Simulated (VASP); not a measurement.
# B3Rh (Pm-3m) in VASP: a series of runs, part 2 of 2

VASP 6.6.1. The steps go on from the part before.

## Step 3: Single point, PBE

This run uses another cell than the first one, of 16.33 Å³/atom, 1.511 times its volume.

Contents of INCAR:

```
SYSTEM = B3Rh
PREC = Accurate ; ENCUT = 520
EDIFF = 1E-6 ; ISMEAR = 0
SIGMA = 0.1 ; LREAL = .False.
LASPH = .True. ; NELM = 80
ALGO = Normal ; ISIF = 2
LWAVE = .False. ; LCHARG = .True.
GGA = PE ; LELF = .True.
LVHAR = .True. ; NBANDS = 20
```

Contents of KPOINTS:

```
Automatic mesh
0
Gamma
  6 6 6
  0 0 0
```

Contents of POSCAR:

```
B3Rh
1.0
    4.0270302538      0.0000000000      0.0000000000
    0.0000000000      4.0270302538      0.0000000000
    0.0000000000      0.0000000000      4.0270302538
B Rh
3 1
Direct
    0.0000000000      0.5000000000      0.5000000000
    0.5000000000      0.0000000000      0.5000000000
    0.5000000000      0.5000000000      0.0000000000
    0.5000000000      0.5000000000      0.5000000000
```

Potentials or basis: VASP PAW PBE potentials, release 64 (B, Rh_pv).

Run with:

```
cat potpaw_PBE.64/B/POTCAR potpaw_PBE.64/Rh_pv/POTCAR > POTCAR
mpirun -np 1 vasp_std > vasp.out
```

OUTCAR:

```text
SYSTEM = B3Rh
   PREC = Accurate
   ENCUT = 520
   EDIFF = 1E-6
   ISMEAR = 0
   LREAL = .False.
   LASPH = .True.
   NELM = 80
   ISIF = 2
   GGA = PE

 ion  position               nearest neighbor table
   1  0.000  0.500  0.500-   4 2.01   4 2.01
   2  0.500  0.000  0.500-   4 2.01   4 2.01
   3  0.500  0.500  0.000-   4 2.01   4 2.01
   4  0.500  0.500  0.500-   1 2.01   2 2.01   3 2.01   3 2.01   2 2.01   1 2.01

  LATTYP: Found a simple cubic cell.
 ALAT       =     4.0270302538

  Lattice vectors:

 A1 = (   4.0270302538,   0.0000000000,   0.0000000000)
 A2 = (   0.0000000000,   4.0270302538,   0.0000000000)
 A3 = (   0.0000000000,   0.0000000000,   4.0270302538)

Analysis of symmetry for initial positions (statically):
=====================================================================
 Subroutine PRICEL returns:
 Original cell was already a primitive cell.

 Routine SETGRP: Setting up the symmetry group for a
 simple cubic supercell.

 Subroutine GETGRP returns: Found 48 space group operations
 (whereof 48 operations were pure point group operations)
 out of a pool of 48 trial point group operations.

The static configuration has the point symmetry O_h .

Analysis of symmetry for dynamics (positions and initial velocities):
=====================================================================
 Subroutine PRICEL returns:
 Original cell was already a primitive cell.

 Routine SETGRP: Setting up the symmetry group for a
 simple cubic supercell.

 Subroutine GETGRP returns: Found 48 space group operations
 (whereof 48 operations were pure point group operations)
 out of a pool of 48 trial point group operations.

The dynamic configuration has the point symmetry O_h .

 Subroutine INISYM returns: Found 48 space group operations
 (whereof 48 operations are pure point group operations),
 and found     1 'primitive' translations

----------------------------------------------------------------------------------------

                                     Primitive cell

  volume of cell :      65.3062

  direct lattice vectors                    reciprocal lattice vectors
     4.027030254  0.000000000  0.000000000     0.248321949  0.000000000  0.000000000
     0.000000000  4.027030254  0.000000000     0.000000000  0.248321949  0.000000000
     0.000000000  0.000000000  4.027030254     0.000000000  0.000000000  0.248321949

  length of vectors
     4.027030254  4.027030254  4.027030254     0.248321949  0.248321949  0.248321949

  position of ions in fractional coordinates (direct lattice)
     0.000000000  0.500000000  0.500000000
     0.500000000  0.000000000  0.500000000
     0.500000000  0.500000000  0.000000000
     0.500000000  0.500000000  0.500000000

  ion indices of the primitive-cell ions
   primitive index   ion index
                 1           1
                 2           2
                 3           3
                 4           4

----------------------------------------------------------------------------------------

 KPOINTS: Automatic mesh

Automatic generation of k-mesh.
 Grid dimensions read from file:
 generate k-points for:    6    6    6

 Generating k-lattice:

  Cartesian coordinates                     Fractional coordinates (reciprocal lattice)
     0.041386991  0.000000000  0.000000000     0.166666667  0.000000000  0.000000000
     0.000000000  0.041386991  0.000000000     0.000000000  0.166666667  0.000000000
     0.000000000  0.000000000  0.041386991     0.000000000  0.000000000  0.166666667

  Length of vectors
     0.041386991  0.041386991  0.041386991

  Shift w.r.t. Gamma in fractional coordinates (k-lattice)
     0.000000000  0.000000000  0.000000000

 Subroutine IBZKPT returns following result:
 ===========================================

 Found     20 irreducible k-points:

 Following reciprocal coordinates:
            Coordinates               Weight
  0.000000  0.000000  0.000000      1.000000
  0.166667  0.000000  0.000000      6.000000
  0.333333  0.000000  0.000000      6.000000
  0.500000  0.000000  0.000000      3.000000
  0.166667  0.166667  0.000000     12.000000
  0.333333  0.166667  0.000000     24.000000
[... 12 lines left out ...]
  0.500000  0.500000  0.333333      6.000000
  0.500000  0.500000  0.500000      1.000000
   k-points           NKPTS =     20   k-points in BZ     NKDIM =     20   number of bands    NBANDS=     20
   number of dos      NEDOS =    301   number of ions     NIONS =      4
   total plane-waves  NPLWV =  27000
   dimension x,y,z NGX =    30 NGY =   30 NGZ =   30
   dimension x,y,z NGXF=    60 NGYF=   60 NGZF=   60
   ions per type =               3   1
   NGX,Y,Z   is equivalent  to a cutoff of  12.38, 12.38, 12.38 a.u.
   NGXF,Y,Z  is equivalent  to a cutoff of  24.77, 24.77, 24.77 a.u.
 SYSTEM =  B3Rh
   PREC   = accura    normal or accurate (medium, high low for compatibility)
   ISTART =      0    job   : 0-new  1-cont  2-samecut
   ICHARG =      2    charge: 1-file 2-atom 10-const
   ISPIN  =      1    spin polarized calculation?
   LNONCOLLINEAR =      F non collinear calculations
   LSORBIT =      F    spin-orbit coupling
   LASPH  =      T    aspherical Exc in radial PAW
   ENCUT  =  520.0 eV  38.22 Ry    6.18 a.u.   7.49  7.49  7.49*2*pi/ulx,y,z
   NELM   =     80;   NELMIN=  2; NELMDL= -5     # of ELM steps
   EDIFF  = 0.1E-05   stopping-criterion for ELM
   LREAL  =      F    real-space projection
   EDIFFG = 0.1E-04   stopping-criterion for IOM
   NSW    =      0    number of steps for IOM
   IBRION =     -1    ionic relax: 0-MD 1-quasi-New 2-CG
   NFREE  =      0    steps in history (QN), initial steepest desc. (CG)
   ISIF   =      2    stress and relaxation
   ISYM   =      2    0-nonsym 1-usesym 2-fastsym
   POTIM  = 0.5000    time-step for ionic-motion
   TEBEG  =    0.0;   TEEND  =   0.0 temperature during run
   PSTRESS=    0.0 pullay stress
   NELECT =      24.0000    total number of electrons
   NUPDOWN=      -1.0000    fix difference up-down
   EMIN   =  10.00;   EMAX   =-10.00  energy-range for DOS
   EFERMI =   0.00;   METHOD = LEGACY
   ISMEAR =     0;   SIGMA  =   0.10  broadening in eV -4-tet -1-fermi 0-gaus
   EFERMI_NEDOS =   21; number of points for ismear=-14 and -15
   IALGO  =     38    algorithm
   IMIX   =      4    mixing-type and parameters
     AMIX     =   0.40;   BMIX     =  1.00
     AMIX_MAG =   1.60;   BMIX_MAG =  1.00
  volume/ion in A,a.u.               =      16.33       110.18
  Fermi-wavevector in a.u.,A,eV,Ry     =   1.172628  2.215946 18.708786  1.375057
  Thomas-Fermi vector in A             =   2.309054
   LORBIT       =      0    0 simple, 1 ext, 2 COOP (PROOUT), +10 PAW based schemes
   GGA     = PE    functional components
   LHFCALC =     F    Hartree Fock is set to
   AEXX    =    0.0000 exact exchange contribution
   IVDW    =     0    specifies the selected vdW correction
   LEPSILON=     F    determine dielectric tensor
   LRPA    =     F    only Hartree local field effects (RPA)
 non-spin polarized calculation
 Gauss-broadening in eV      SIGMA  =   0.10
  energy-cutoff  :      520.00
  volume of cell :       65.31
 maximum number of plane-waves:      1791
 NGX is ok and might be reduce to    30
   NGX = 15   NGY = 15   NGZ = 15

 number of electron      24.0000002 magnetization

 Free energy of the ion-electron system (eV)
  ---------------------------------------------------
  ext. energy  EPLUGINS =         0.00000000
  ---------------------------------------------------
  free energy    TOTEN  =       -23.03210472 eV

  energy without entropy =      -23.03210471  energy(sigma->0) =      -23.03210471

 E-fermi :   4.0665     XC(G=0):  -9.1631

 val. band max:        3.6696897709   @ k =   0.5000   0.5000   0.0000
 cond. band min:       4.4628791619   @ k =   0.5000   0.5000   0.0000
 fundamental gap:      0.7931893910
 Fermi energy:         4.0665400339

 k-point     1 :       0.0000    0.0000    0.0000
  band No.  band energies     occupation
      1     -44.7489      2.00000
      2     -44.7489      2.00000
      3     -44.7489      2.00000
      4      -6.5466      2.00000
      5      -4.1196      2.00000
      6      -4.1196      2.00000
[... 12 lines left out ...]
     19       7.2163      0.00000
[... 421 lines left out ...]
      4      -2.6949      2.00000
      5      -2.6949      2.00000
      6      -2.2411      2.00000
[... 12 lines left out ...]
     19       8.4782      0.00000
     20      13.9830      0.00000

------------------------ aborting loop because EDIFF is reached ----------------------------------------

  FORCE on cell =-STRESS in cart. coord.  units (eV):
  Direction    XX          YY          ZZ          XY          YZ          ZX
  --------------------------------------------------------------------------------------
  -------------------------------------------------------------------------------------
  Total        0.1467256      0.1467256      0.1467256      0.0000000     -0.0000000      0.0000000
  in kB        3.5996634      3.5996634      3.5996634      0.0000000     -0.0000000      0.0000000
  external PRESSURE =       3.5996634 kB  Pullay stress =       0.0000000 kB

 VOLUME and BASIS-vectors are now :
 -----------------------------------------------------------------------------
  energy-cutoff  :      520.00
  volume of cell :       65.31
      direct lattice vectors                 reciprocal lattice vectors
     4.027030254  0.000000000  0.000000000     0.248321949  0.000000000  0.000000000
     0.000000000  4.027030254  0.000000000     0.000000000  0.248321949  0.000000000
     0.000000000  0.000000000  4.027030254     0.000000000  0.000000000  0.248321949

 POSITION                                       TOTAL-FORCE (eV/Angst)
 -----------------------------------------------------------------------------------
      0.00000      2.01352      2.01352         0.000000      0.000000      0.000000
      2.01352      0.00000      2.01352         0.000000      0.000000      0.000000
      2.01352      2.01352      0.00000         0.000000      0.000000      0.000000
      2.01352      2.01352      2.01352         0.000000      0.000000      0.000000
 -----------------------------------------------------------------------------------
    total drift:                                0.000000      0.000000      0.000000

  FREE ENERGIE OF THE ION-ELECTRON SYSTEM (eV)
  ---------------------------------------------------
  free  energy   TOTEN  =       -23.0321047151 eV

  energy  without entropy=      -23.0321047149  energy(sigma->0) =      -23.03210471
```

OSZICAR:

```text
N       E                     dE             d eps       ncg     rms          rms(c)
DAV:   1     0.125949748815E+03    0.12595E+03   -0.13931E+04   928   0.111E+03
DAV:   2    -0.199650035673E+02   -0.14591E+03   -0.14149E+03   928   0.272E+02
DAV:   3    -0.243792865350E+02   -0.44143E+01   -0.43413E+01   964   0.453E+01
DAV:   4    -0.244331713380E+02   -0.53885E-01   -0.53850E-01   908   0.491E+00
DAV:   5    -0.244338937425E+02   -0.72240E-03   -0.72238E-03   920   0.564E-01    0.172E+01
DAV:   6    -0.236695165744E+02    0.76438E+00   -0.96595E+00   836   0.271E+01    0.454E+00
DAV:   7    -0.231351757905E+02    0.53434E+00   -0.23959E+00   832   0.141E+01    0.378E+00
DAV:   8    -0.230263057104E+02    0.10887E+00   -0.21477E-01   848   0.418E+00    0.519E-01
DAV:   9    -0.230296307743E+02   -0.33251E-02   -0.17372E-02   836   0.972E-01    0.404E-01
DAV:  10    -0.230319301972E+02   -0.22994E-02   -0.44025E-03   888   0.542E-01    0.840E-02
DAV:  11    -0.230320708478E+02   -0.14065E-03   -0.35167E-04   952   0.164E-01    0.323E-02
DAV:  12    -0.230321055028E+02   -0.34655E-04   -0.71096E-05   820   0.452E-02    0.122E-02
DAV:  13    -0.230321043988E+02    0.11041E-05   -0.62403E-06   952   0.203E-02    0.255E-03
DAV:  14    -0.230321047151E+02   -0.31633E-06   -0.45440E-07   604   0.459E-03
   1 F= -.23032105E+02 E0= -.23032105E+02  d E =-.231815E-09
```

Run time: 46 s. Hardware: 1 thread of AMD EPYC 7R13, shared host; peak memory 0.15 GiB.

What came out:

| Item | Value |
| --- | --- |
| Free energy | -23.0321 eV |
| Pressure | 0.4 GPa |
| Band gap on the k mesh | 0.79 eV, direct |

## Step 4: Single point, PBE

This run uses another cell than the first one, of 16.38 Å³/atom, 1.515 times its volume.

Contents of INCAR:

```
ALGO = Normal
EDIFF = 1E-6
ENCUT = 520
GGA = PE
ISIF = 2
ISMEAR = 0
LASPH = True
LCHARG = False
LREAL = False
LWAVE = False
NBANDS = 20
NELM = 100
PREC = Accurate
SIGMA = 0.02
```

Contents of KPOINTS:

```
k-points
0
Gamma
  8 8 8
```

Contents of POSCAR:

```
B3Rh
1.0
    4.0314447427      0.0000000000      0.0000000000
    0.0000000000      4.0314447427      0.0000000000
    0.0000000000      0.0000000000      4.0314447427
B Rh
3 1
Direct
    0.0000000000      0.5000000000      0.5000000000
    0.5000000000      0.0000000000      0.5000000000
    0.5000000000      0.5000000000      0.0000000000
    0.5000000000      0.5000000000      0.5000000000
```

Potentials or basis: VASP PAW PBE potentials, release 64 (B, Rh_pv).

Run with:

```
cat potpaw_PBE.64/B/POTCAR potpaw_PBE.64/Rh_pv/POTCAR > POTCAR
mpirun -np 1 vasp_std > vasp.out
```

OUTCAR:

```text
EDIFF = 1E-6
   ENCUT = 520
   GGA = PE
   ISIF = 2
   ISMEAR = 0
   LASPH = True
   LREAL = False
   NELM = 100
   PREC = Accurate

 ion  position               nearest neighbor table
   1  0.000  0.500  0.500-   4 2.02   4 2.02
   2  0.500  0.000  0.500-   4 2.02   4 2.02
   3  0.500  0.500  0.000-   4 2.02   4 2.02
   4  0.500  0.500  0.500-   1 2.02   2 2.02   3 2.02   3 2.02   2 2.02   1 2.02

  LATTYP: Found a simple cubic cell.
 ALAT       =     4.0314447427

  Lattice vectors:
[... 198 lines left out ...]
      6      -4.1293      2.00000
[... 541 lines left out ...]
     19       9.3281      0.00000
     20      11.1957      0.00000

 [... further k-points ...]
[... 5 lines left out ...]
  --------------------------------------------------------------------------------------
  -------------------------------------------------------------------------------------
  Total       -0.0090398     -0.0090398     -0.0090398      0.0000000      0.0000000      0.0000000
  in kB       -0.2210480     -0.2210480     -0.2210480      0.0000000      0.0000000      0.0000000
  external PRESSURE =      -0.2210480 kB  Pullay stress =       0.0000000 kB

 VOLUME and BASIS-vectors are now :
 -----------------------------------------------------------------------------
  energy-cutoff  :      520.00
  volume of cell :       65.52
      direct lattice vectors                 reciprocal lattice vectors
     4.031444743  0.000000000  0.000000000     0.248050033  0.000000000  0.000000000
     0.000000000  4.031444743  0.000000000     0.000000000  0.248050033  0.000000000
     0.000000000  0.000000000  4.031444743     0.000000000  0.000000000  0.248050033

 POSITION                                       TOTAL-FORCE (eV/Angst)
 -----------------------------------------------------------------------------------
      0.00000      2.01572      2.01572         0.000000      0.000000      0.000000
      2.01572      0.00000      2.01572         0.000000      0.000000      0.000000
      2.01572      2.01572      0.00000         0.000000      0.000000      0.000000
      2.01572      2.01572      2.01572         0.000000      0.000000      0.000000
 -----------------------------------------------------------------------------------
    total drift:                                0.000000      0.000000      0.000000

  FREE ENERGIE OF THE ION-ELECTRON SYSTEM (eV)
  ---------------------------------------------------
  free  energy   TOTEN  =       -23.0365484540 eV

  energy  without entropy=      -23.0365484540  energy(sigma->0) =      -23.03654845
```

OSZICAR:

```text
N       E                     dE             d eps       ncg     rms          rms(c)
DAV:   1     0.128994937465E+03    0.12899E+03   -0.13794E+04  1640   0.111E+03
DAV:   2    -0.198866880223E+02   -0.14888E+03   -0.14422E+03  1632   0.274E+02
DAV:   3    -0.243804877899E+02   -0.44938E+01   -0.44242E+01  1600   0.458E+01
DAV:   4    -0.244338071997E+02   -0.53319E-01   -0.53287E-01  1576   0.507E+00
DAV:   5    -0.244345248695E+02   -0.71767E-03   -0.71765E-03  1628   0.580E-01    0.171E+01
DAV:   6    -0.236765547982E+02    0.75797E+00   -0.95029E+00  1460   0.273E+01    0.454E+00
DAV:   7    -0.231396016928E+02    0.53695E+00   -0.23814E+00  1464   0.142E+01    0.377E+00
DAV:   8    -0.230307940801E+02    0.10881E+00   -0.21423E-01  1468   0.419E+00    0.520E-01
DAV:   9    -0.230340673244E+02   -0.32732E-02   -0.17373E-02  1472   0.978E-01    0.403E-01
DAV:  10    -0.230363658039E+02   -0.22985E-02   -0.43388E-03  1608   0.541E-01    0.820E-02
DAV:  11    -0.230365138371E+02   -0.14803E-03   -0.34710E-04  1692   0.163E-01    0.317E-02
DAV:  12    -0.230365491315E+02   -0.35294E-04   -0.70299E-05  1480   0.450E-02    0.120E-02
DAV:  13    -0.230365481180E+02    0.10135E-05   -0.58886E-06  1708   0.200E-02    0.250E-03
DAV:  14    -0.230365484540E+02   -0.33601E-06   -0.44292E-07  1072   0.458E-03
   1 F= -.23036548E+02 E0= -.23036548E+02  d E =-.139182E-25
```

stdout:

```text
POSCAR found type information on POSCAR B Rh
 POSCAR found :  2 types and       4 ions
 scaLAPACK will be used
 LDA part: xc-table for (Slater+PW92), standard interpolation
 POSCAR, INCAR and KPOINTS ok, starting setup
 FFT: planning ... GRIDC
 FFT: planning ... GRID_SOFT
 FFT: planning ... GRID
 WAVECAR not read
 entering main loop
```

It took 72 s on 1 thread of AMD EPYC 7R13, shared host; peak memory 0.16 GiB.

What came out:

| Quantity | Value |
| --- | --- |
| Free energy | -23.0365 eV |
| Pressure | 0.0 GPa |
| Band gap on the k mesh | 0.80 eV, direct |

A k mesh can miss the band edges. As with any semilocal functional, this PBE gap is likely too small.

## Step 5: Overview

```tsv
cell	k mesh	smearing	gap on the mesh (eV)	pressure (GPa)
a = 3.510 Å, 4 atoms	6 × 6 × 6	gaussian 0.1 eV	none	112.6
a = 4.027 Å, 4 atoms	6 × 6 × 6	gaussian 0.1 eV	0.79	0.4
a = 4.031 Å, 4 atoms	8 × 8 × 8	gaussian 0.02 eV	0.80	0.0
```

Alike in all rows: task single point; level PBE; potentials or basis VASP PAW PBE potentials, release 64 (B, Rh_pv); no spin polarisation; cutoff (eV) 520.

Absolute energies hang on the potentials; compare differences alone.
